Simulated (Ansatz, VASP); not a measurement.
**Two plane-wave programs on Ge**

```
CELL_PARAMETERS angstrom
4.05692 0.00000 0.00000
-2.02846 3.51340 0.00000
0.00000 0.00000 6.69531
ATOMIC_POSITIONS crystal
Ge 0.66667 0.33333 0.06291
Ge 0.33333 0.66667 0.56291
Ge 0.66667 0.33333 0.43709
Ge 0.33333 0.66667 0.93709
```

Change from the starting cell: strain +0.015 along x and y, +0.015 along z, atoms carried along.

Alike in both runs: task single point; functional PBEsol; k mesh 12 × 12 × 8; occupations gaussian, width 0.15 eV; no spin polarisation.

|  | VASP | Ansatz |
| --- | --- | --- |
| version | VASP 6.6.1 | Ansatz 0.2.0 |
| potentials or method | VASP PAW PBE potentials, release 64 (Ge_d), cutoff 520 eV | scalar-relativistic, plane waves, PAW |
| valence electrons in the cell | 56 | 56 |

```tsv
	VASP	Ansatz	Ansatz less VASP
gap on the k mesh at the Fermi level (eV)	none	none	-
pressure (GPa)	-2.8	-2.7	+0.11
rms of the force components (eV/Å)	0.011	0.011	+0.0001
```

VASP's potentials were made for PBE, not for PBEsol. Atom by atom the forces differ by 0.000 eV/Å (rms over components). A gap of «none» marks a metal or a gap that the smearing closes. The functional is the same, so the differences come from potentials, cutoffs and numerics.
